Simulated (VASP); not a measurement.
A run of VASP 6.6.1 is set up as follows.

Contents of INCAR:

```
SYSTEM = Na2HF
PREC     = Accurate       ! precision mode
ENCUT    = 600            ! plane-wave cutoff, eV
EDIFF    = 1E-6           ! SCF threshold, eV
ISMEAR   = 0              ! smearing method
SIGMA    = 0.1            ! smearing width, eV
LREAL    = .False.        ! projectors in reciprocal space
LASPH    = .True.         ! aspherical terms in the spheres
NELM     = 60             ! most SCF steps
ALGO     = Normal         ! electronic algorithm
ISIF     = 3              ! what is computed and relaxed
LWAVE    = .False.        ! write WAVECAR
LCHARG   = .False.        ! write CHGCAR
GGA      = PE             ! functional
IBRION   = 2              ! ionic algorithm
NSW      = 90             ! ionic steps
EDIFFG   = -0.04          ! ionic threshold
```

KPOINTS

```
regular mesh
0
Gamma
  6 6 4
  0 0 0
```

POSCAR

```
Na2HF
1.0
    3.5186492800      0.0000000000      0.0000000000
   -1.7593246400      3.0472396600      0.0000000000
    0.0000000000      0.0000000000      5.7659106900
Na H F
2 1 1
Direct
    0.6666666700      0.3333333300      0.2951185800
    0.6666666700      0.3333333300      0.7048814200
    0.0000000000      0.0000000000      0.0000000000
    0.3333333300      0.6666666700      0.5000000000
```

Potentials or basis: VASP PAW PBE potentials, release 64 (Na_pv, H, F).

Run with:

```console
$ cat potpaw_PBE.64/Na_pv/POTCAR potpaw_PBE.64/H/POTCAR potpaw_PBE.64/F/POTCAR > POTCAR
$ mpirun -np 1 vasp_std > vasp.out
```

Predict the relaxed cell.

a = 3.285 Å, b = 3.285 Å, c = 5.787 Å, α = 90.00°, β = 90.00°, γ = 120.00°.

Estimate the space group after relaxing (to 0.05 Å).

P-6m2 (No. 187).

Estimate the relaxed volume.

13.52 Å³/atom.

Estimate the band gap on the k mesh.

3.21 eV, indirect (least direct gap 5.05 eV).

Final structure:
```yaml
crystal:
  lattice:
    - [3.28534, 0.00000, 0.00000]
    - [-1.64267, 2.84519, 0.00000]
    - [0.00000, 0.00000, 5.78692]
  atoms:
    - { symbol: Na, position: [0.66667, 0.33333, 0.25291] }
    - { symbol: Na, position: [0.66667, 0.33333, 0.74709] }
    - { symbol: H, position: [0.00000, 0.00000, 0.00000] }
    - { symbol: F, position: [0.33333, 0.66667, 0.50000] }
```

A k mesh can miss the band edges. PBE gaps usually lie below the measured ones, often by a third to a half.
